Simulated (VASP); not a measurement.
# PbSe (Fm-3m) in VASP: a series of runs

The runs below take PbSe through single point, with PBEsol+D3(BJ), BLYP+D3(BJ).

All numbers are computed with VASP 6.6.1; they aren't measurements. Logs are shortened: lines on timing, memory, paths and dates and some standing lists are left out, and cuts for length are marked.

## (1) The cell of the first run

The structure is cubic, space group Fm-3m (No. 225). Conventional cell: a = 6.097 Å, b = 6.097 Å, c = 6.097 Å, α = 90.00°, β = 90.00°, γ = 90.00°. Within 4.0 Å of Pb (site symmetry m-3m) lie 6 Se at 3.05 Å. Within 4.0 Å of Se (site symmetry m-3m) lie 6 Pb at 3.05 Å.

## (2) Single point, PBEsol+D3(BJ) (volume scaled by 1.04)

Input file INCAR:

```
PREC     = Accurate       # precision mode
ENCUT    = 520            # plane-wave cutoff, eV
EDIFF    = 1E-6           # SCF threshold, eV
ISMEAR   = 0              # smearing method
SIGMA    = 0.05           # smearing width, eV
LREAL    = False          # projectors in reciprocal space
LASPH    = True           # aspherical terms in the spheres
NELM     = 100            # most SCF steps
ALGO     = Normal         # electronic algorithm
ISIF     = 2              # what is computed and relaxed
LWAVE    = False          # write WAVECAR
LCHARG   = False          # write CHGCAR
GGA      = PS             # functional
IVDW     = 12             # dispersion correction
NBANDS   = 17             # bands
```

Input file KPOINTS:

```
Automatic mesh
0
Gamma
  6 6 6
```

Input file POSCAR:

```
PbSe
1.0
    0.0000000000      3.0482514855      3.0482514855
    3.0482514855      0.0000000000      3.0482514855
    3.0482514855      3.0482514855      0.0000000000
Pb Se
1 1
Direct
    0.5000000000      0.5000000000      0.5000000000
    0.0000000000      0.0000000000      0.0000000000
```

Potentials or basis: VASP PAW PBE potentials, release 64 (Pb_d, Se).

Started as:

```
> cat potpaw_PBE.64/Pb_d/POTCAR potpaw_PBE.64/Se/POTCAR > POTCAR
> mpirun -np 1 vasp_std > vasp.out
```

OUTCAR:

```text
PREC = Accurate
   ENCUT = 520
   EDIFF = 1E-6
   ISMEAR = 0
   LREAL = False
   LASPH = True
   NELM = 100
   ISIF = 2
   GGA = PS
   IVDW = 12
 IVDW          = 12

 ion  position               nearest neighbor table
   1  0.500  0.500  0.500-   2 3.05   2 3.05   2 3.05   2 3.05   2 3.05   2 3.05
   2  0.000  0.000  0.000-   1 3.05   1 3.05   1 3.05   1 3.05   1 3.05   1 3.05

  LATTYP: Found a face centered cubic cell.
 ALAT       =     6.0965029710

  Lattice vectors:

 A1 = (   0.0000000000,   3.0482514855,   3.0482514855)
 A2 = (   3.0482514855,   0.0000000000,   3.0482514855)
 A3 = (   3.0482514855,   3.0482514855,   0.0000000000)

Analysis of symmetry for initial positions (statically):
=====================================================================
 Subroutine PRICEL returns:
 Original cell was already a primitive cell.

 Routine SETGRP: Setting up the symmetry group for a
 face centered cubic supercell.

 Subroutine GETGRP returns: Found 48 space group operations
 (whereof 48 operations were pure point group operations)
 out of a pool of 48 trial point group operations.

The static configuration has the point symmetry O_h .

Analysis of symmetry for dynamics (positions and initial velocities):
=====================================================================
 Subroutine PRICEL returns:
 Original cell was already a primitive cell.

 Routine SETGRP: Setting up the symmetry group for a
 face centered cubic supercell.

 Subroutine GETGRP returns: Found 48 space group operations
 (whereof 48 operations were pure point group operations)
 out of a pool of 48 trial point group operations.

The dynamic configuration has the point symmetry O_h .

 Subroutine INISYM returns: Found 48 space group operations
 (whereof 48 operations are pure point group operations),
 and found     1 'primitive' translations

----------------------------------------------------------------------------------------

                                     Primitive cell

  volume of cell :      56.6477

  direct lattice vectors                    reciprocal lattice vectors
     0.000000000  3.048251485  3.048251485    -0.164028461  0.164028461  0.164028461
     3.048251485  0.000000000  3.048251485     0.164028461 -0.164028461  0.164028461
     3.048251485  3.048251485  0.000000000     0.164028461  0.164028461 -0.164028461

  length of vectors
     4.310878592  4.310878592  4.310878592     0.284105628  0.284105628  0.284105628

  position of ions in fractional coordinates (direct lattice)
     0.500000000  0.500000000  0.500000000
     0.000000000  0.000000000  0.000000000

  ion indices of the primitive-cell ions
   primitive index   ion index
                 1           1
                 2           2

----------------------------------------------------------------------------------------

 KPOINTS: Automatic mesh

Automatic generation of k-mesh.
 Grid dimensions read from file:
 generate k-points for:    6    6    6

 Generating k-lattice:

  Cartesian coordinates                     Fractional coordinates (reciprocal lattice)
    -0.027338077  0.027338077  0.027338077     0.166666667  0.000000000  0.000000000
     0.027338077 -0.027338077  0.027338077     0.000000000  0.166666667  0.000000000
     0.027338077  0.027338077 -0.027338077     0.000000000  0.000000000  0.166666667

  Length of vectors
     0.047350938  0.047350938  0.047350938

  Shift w.r.t. Gamma in fractional coordinates (k-lattice)
     0.000000000  0.000000000  0.000000000

 Subroutine IBZKPT returns following result:
 ===========================================

 Found     16 irreducible k-points:

 Following reciprocal coordinates:
            Coordinates               Weight
  0.000000  0.000000  0.000000      1.000000
  0.166667  0.000000  0.000000      8.000000
  0.333333  0.000000  0.000000      8.000000
  0.500000  0.000000  0.000000      4.000000
  0.166667  0.166667  0.000000      6.000000
  0.333333  0.166667  0.000000     24.000000
[... 8 lines left out ...]
 -0.333333  0.333333  0.166667     24.000000
 -0.333333  0.500000  0.166667     12.000000
   k-points           NKPTS =     16   k-points in BZ     NKDIM =     16   number of bands    NBANDS=     17
   number of dos      NEDOS =    301   number of ions     NIONS =      2
   total plane-waves  NPLWV =  32768
   dimension x,y,z NGX =    32 NGY =   32 NGZ =   32
   dimension x,y,z NGXF=    64 NGYF=   64 NGZF=   64
   ions per type =               1   1
   NGX,Y,Z   is equivalent  to a cutoff of  12.34, 12.34, 12.34 a.u.
   NGXF,Y,Z  is equivalent  to a cutoff of  24.68, 24.68, 24.68 a.u.
 SYSTEM =  unknown system
   PREC   = accura    normal or accurate (medium, high low for compatibility)
   ISTART =      0    job   : 0-new  1-cont  2-samecut
   ICHARG =      2    charge: 1-file 2-atom 10-const
   ISPIN  =      1    spin polarized calculation?
   LNONCOLLINEAR =      F non collinear calculations
   LSORBIT =      F    spin-orbit coupling
   LASPH  =      T    aspherical Exc in radial PAW
   ENCUT  =  520.0 eV  38.22 Ry    6.18 a.u.   8.02  8.02  8.02*2*pi/ulx,y,z
   NELM   =    100;   NELMIN=  2; NELMDL= -5     # of ELM steps
   EDIFF  = 0.1E-05   stopping-criterion for ELM
   LREAL  =      F    real-space projection
   EDIFFG = 0.1E-04   stopping-criterion for IOM
   NSW    =      0    number of steps for IOM
   IBRION =     -1    ionic relax: 0-MD 1-quasi-New 2-CG
   NFREE  =      0    steps in history (QN), initial steepest desc. (CG)
   ISIF   =      2    stress and relaxation
   ISYM   =      2    0-nonsym 1-usesym 2-fastsym
   POTIM  = 0.5000    time-step for ionic-motion
   TEBEG  =    0.0;   TEEND  =   0.0 temperature during run
   PSTRESS=    0.0 pullay stress
   NELECT =      20.0000    total number of electrons
   NUPDOWN=      -1.0000    fix difference up-down
   EMIN   =  10.00;   EMAX   =-10.00  energy-range for DOS
   EFERMI =   0.00;   METHOD = LEGACY
   ISMEAR =     0;   SIGMA  =   0.05  broadening in eV -4-tet -1-fermi 0-gaus
   EFERMI_NEDOS =   21; number of points for ismear=-14 and -15
   IALGO  =     38    algorithm
   IMIX   =      4    mixing-type and parameters
     AMIX     =   0.40;   BMIX     =  1.00
     AMIX_MAG =   1.60;   BMIX_MAG =  1.00
  volume/ion in A,a.u.               =      28.32       191.14
  Fermi-wavevector in a.u.,A,eV,Ry     =   1.157064  2.186534 18.215439  1.338797
  Thomas-Fermi vector in A             =   2.293679
   LORBIT       =      0    0 simple, 1 ext, 2 COOP (PROOUT), +10 PAW based schemes
   GGA     = PS    functional components
   LHFCALC =     F    Hartree Fock is set to
   AEXX    =    0.0000 exact exchange contribution
   IVDW    =    12    specifies the selected vdW correction
   LEPSILON=     F    determine dielectric tensor
   LRPA    =     F    only Hartree local field effects (RPA)
 non-spin polarized calculation
 Gauss-broadening in eV      SIGMA  =   0.05
  energy-cutoff  :      520.00
  volume of cell :       56.65
 maximum number of plane-waves:      1544
   NGX = 17   NGY = 17   NGZ = 17

 number of electron      20.0000004 magnetization

 Free energy of the ion-electron system (eV)
  ---------------------------------------------------
  ext. energy  EPLUGINS =         0.00000000
  ---------------------------------------------------
  free energy    TOTEN  =        -8.92106906 eV

  energy without entropy =       -8.92099506  energy(sigma->0) =       -8.92103206

 E-fermi :   5.1512     XC(G=0):  -9.7763

 val. band max:        5.0698413837   @ k =   0.5000   0.0000   0.0000
 cond. band min:       5.2325510383   @ k =   0.5000   0.0000   0.0000
 fundamental gap:      0.1627096546
 Fermi energy:         5.1511962105

 k-point     1 :       0.0000    0.0000    0.0000
  band No.  band energies     occupation
      1     -11.7040      2.00000
      2     -11.7040      2.00000
      3     -11.7040      2.00000
      4     -11.7032      2.00000
      5     -11.7032      2.00000
      6      -8.6522      2.00000
[... 9 lines left out ...]
     16      11.4832      0.00000
     17      13.0249      0.00000

 k-point     2 :       0.1667    0.0000    0.0000
  band No.  band energies     occupation
      1     -11.7100      2.00000
      2     -11.7100      2.00000
      3     -11.7031      2.00000
      4     -11.6951      2.00000
      5     -11.6951      2.00000
      6      -8.4390      2.00000
[... 9 lines left out ...]
     16      12.0717      0.00000
     17      14.8452      0.00000

 k-point     3 :       0.3333    0.0000    0.0000
  band No.  band energies     occupation
      1     -11.7231      2.00000
      2     -11.7231      2.00000
      3     -11.7018      2.00000
      4     -11.6773      2.00000
      5     -11.6773      2.00000
      6      -7.9071      2.00000
[... 9 lines left out ...]
     16      13.5425      0.00000
     17      16.8352      0.00000

 k-point     4 :       0.5000    0.0000    0.0000
  band No.  band energies     occupation
      1     -11.7297      2.00000
      2     -11.7297      2.00000
      3     -11.7013      2.00000
      4     -11.6684      2.00000
      5     -11.6684      2.00000
      6      -7.5464      2.00000
[... 9 lines left out ...]
     16      15.1787      0.00000
     17      15.1832      0.00000

 k-point     5 :       0.1667    0.1667    0.0000
  band No.  band energies     occupation
      1     -11.7245      2.00000
      2     -11.7089      2.00000
      3     -11.6981      2.00000
      4     -11.6926      2.00000
      5     -11.6926      2.00000
      6      -8.3618      2.00000
[... 9 lines left out ...]
     16      13.1373      0.00000
     17      13.9728      0.00000

 k-point     6 :       0.3333    0.1667    0.0000
  band No.  band energies     occupation
      1     -11.7479      2.00000
      2     -11.7078      2.00000
      3     -11.7051      2.00000
      4     -11.6823      2.00000
      5     -11.6747      2.00000
      6      -7.9214      2.00000
[... 9 lines left out ...]
     16      14.4677      0.00000
     17      15.9156      0.00000

 k-point     7 :       0.5000    0.1667    0.0000
  band No.  band energies     occupation
      1     -11.7556      2.00000
      2     -11.7170      2.00000
      3     -11.6987      2.00000
      4     -11.6775      2.00000
      5     -11.6663      2.00000
      6      -7.4573      2.00000
[... 9 lines left out ...]
     16      15.4121      0.00000
     17      15.7560      0.00000

 k-point     8 :      -0.3333    0.1667    0.0000
  band No.  band energies     occupation
      1     -11.7416      2.00000
      2     -11.7221      2.00000
      3     -11.6958      2.00000
      4     -11.6772      2.00000
      5     -11.6758      2.00000
      6      -7.5834      2.00000
[... 9 lines left out ...]
     16      14.7002      0.00000
     17      16.0776      0.00000
[... 43 lines left out ...]
      1     -11.8145      2.00000
      2     -11.7145      2.00000
      3     -11.6930      2.00000
      4     -11.6652      2.00000
      5     -11.6607      2.00000
      6      -7.2604      2.00000
[... 9 lines left out ...]
     16      16.2004      0.00000
     17      16.9534      0.00000

 k-point    12 :      -0.3333    0.3333    0.0000
  band No.  band energies     occupation
      1     -11.7862      2.00000
      2     -11.7074      2.00000
      3     -11.6965      2.00000
      4     -11.6776      2.00000
      5     -11.6671      2.00000
      6      -7.2338      2.00000
[... 9 lines left out ...]
     16      14.5100      0.00000
     17      16.5748      0.00000

 k-point    13 :       0.5000    0.5000    0.0000
  band No.  band energies     occupation
      1     -11.8445      2.00000
      2     -11.7238      2.00000
      3     -11.6827      2.00000
      4     -11.6558      2.00000
      5     -11.6558      2.00000
      6      -7.1505      2.00000
[... 9 lines left out ...]
     16      16.7068      0.00000
     17      17.7031      0.00000

 k-point    14 :       0.5000    0.3333    0.1667
  band No.  band energies     occupation
      1     -11.7752      2.00000
      2     -11.7064      2.00000
      3     -11.7046      2.00000
      4     -11.6743      2.00000
      5     -11.6690      2.00000
      6      -7.4904      2.00000
[... 9 lines left out ...]
     16      15.2597      0.00000
     17      15.6217      0.00000

 k-point    15 :      -0.3333    0.3333    0.1667
  band No.  band energies     occupation
      1     -11.7853      2.00000
      2     -11.7103      2.00000
      3     -11.6906      2.00000
      4     -11.6868      2.00000
      5     -11.6619      2.00000
      6      -7.2336      2.00000
[... 9 lines left out ...]
     16      16.4098      0.00000
     17      16.4424      0.00000

 k-point    16 :      -0.3333    0.5000    0.1667
  band No.  band energies     occupation
      1     -11.8161      2.00000
      2     -11.7076      2.00000
      3     -11.6971      2.00000
      4     -11.6736      2.00000
      5     -11.6559      2.00000
      6      -7.1290      2.00000
[... 9 lines left out ...]
     16      16.7424      0.00000
     17      17.7154      0.00000

------------------------ aborting loop because EDIFF is reached ----------------------------------------

 Edisp (eV)   -0.72475

 E8    (eV) :    -0.4995

  FORCE on cell =-STRESS in cart. coord.  units (eV):
  Direction    XX          YY          ZZ          XY          YZ          ZX
  --------------------------------------------------------------------------------------
  -------------------------------------------------------------------------------------
  Total      -0.70567    -0.70567    -0.70567     0.00000     0.00000    -0.00000
  in kB     -19.95866   -19.95866   -19.95866     0.00000     0.00000    -0.00000
  external pressure =      -19.96 kB  Pullay stress =        0.00 kB

 VOLUME and BASIS-vectors are now :
 -----------------------------------------------------------------------------
  energy-cutoff  :      520.00
  volume of cell :       56.65
      direct lattice vectors                 reciprocal lattice vectors
     0.000000000  3.048251485  3.048251485    -0.164028461  0.164028461  0.164028461
     3.048251485  0.000000000  3.048251485     0.164028461 -0.164028461  0.164028461
     3.048251485  3.048251485  0.000000000     0.164028461  0.164028461 -0.164028461

 POSITION                                       TOTAL-FORCE (eV/Angst)
 -----------------------------------------------------------------------------------
      3.04825      3.04825      3.04825        -0.000000     -0.000000      0.000000
      0.00000      0.00000      0.00000         0.000000      0.000000      0.000000
 -----------------------------------------------------------------------------------
    total drift:                                0.000000     -0.000000      0.000000

  FREE ENERGIE OF THE ION-ELECTRON SYSTEM (eV)
  ---------------------------------------------------
  free  energy   TOTEN  =        -9.6458200432 eV

  energy  without entropy=       -9.6457460381  energy(sigma->0) =       -9.64578304
```

Run time: 9.4 s. Hardware: 1 thread of AMD EPYC 7R13 (Zen 3), shared host; peak memory 0.16 GiB.

Results:

```yaml
Free_energy: -9.6458 eV
Pressure: -2.0 GPa
Band_gap_on_the_k_mesh: 0.16 eV, direct
Dispersion_energy_per_atom: -0.362 eV
```

Caveat: the cell differs from its parent crystal (volume scaled by 1.04); the PAW data sets were made with another functional, which shifts forces and pressure a little; spin-orbit coupling is left out, which moves the levels of the heavy elements. A k mesh can miss the band edges.

## (3) Single point, BLYP+D3(BJ)

This run uses another cell than the first one, of 28.71 Å³/atom, 1.014 times its volume.

Input file INCAR:

```
PREC     = Accurate       # precision mode
ENCUT    = 520            # plane-wave cutoff, eV
EDIFF    = 1E-7           # SCF threshold, eV
ISMEAR   = 0              # smearing method
SIGMA    = 0.05           # smearing width, eV
LREAL    = False          # projectors in reciprocal space
LASPH    = True           # aspherical terms in the spheres
NELM     = 100            # most SCF steps
ALGO     = Normal         # electronic algorithm
ISIF     = 2              # what is computed and relaxed
LWAVE    = False          # write WAVECAR
LCHARG   = True           # write CHGCAR
GGA      = B5             # functional
ALDAX    = 1.0          
AGGAX    = 1.0          
AGGAC    = 1.0          
ALDAC    = 0.0          
IVDW     = 12             # dispersion correction
VDW_S6   = 1.0          
VDW_S8   = 2.6996       
VDW_A1   = 0.4298       
VDW_A2   = 4.2359       
LELF     = True           # ELF
LVHAR    = True         
NBANDS   = 17             # bands
```

Input file KPOINTS:

```
regular mesh
0
Gamma
  6 6 6
```

Input file POSCAR:

```
PbSe
1.0
    0.0000000000      3.0621516472      3.0621516472
    3.0621516472      0.0000000000      3.0621516472
    3.0621516472      3.0621516472      0.0000000000
Pb Se
1 1
Direct
    0.5000000000      0.5000000000      0.5000000000
    0.0000000000      0.0000000000      0.0000000000
```

Potentials or basis: VASP PAW PBE potentials, release 64 (Pb_d, Se).

Started as:

```
> cat potpaw_PBE.64/Pb_d/POTCAR potpaw_PBE.64/Se/POTCAR > POTCAR
> mpirun -np 1 vasp_std > vasp.out
```

Run time: 21 s. Hardware: 1 thread of AMD EPYC 7R13 (Zen 3), shared host; peak memory 0.16 GiB.

The run converged. Its results:

```yaml
Free_energy: -8.7625 eV
Pressure: 1.0 GPa
Band_gap_on_the_k_mesh: 0.40 eV, direct
Dispersion_energy_per_atom: -0.864 eV
```

Levels at points of the mesh, in eV from the valence-band top:
```
           k point  band 7  band 8  band 9  band 10  band 11  band 12  band 13  band 14
(0.00, 0.00, 0.00)   -6.40   -1.86   -1.86    -1.86     4.62     4.62     4.62     6.74
(0.50, 0.00, 0.00)   -8.84   -1.43   -1.43     0.00     0.40     1.70     1.70     8.88
(0.50, 0.50, 0.00)   -7.48   -4.88   -3.19    -3.19     4.02     5.52     5.52     6.03
```

Caveat: the PAW data sets were made with another functional, which shifts forces and pressure a little; spin-orbit coupling is left out, which moves the levels of the heavy elements.
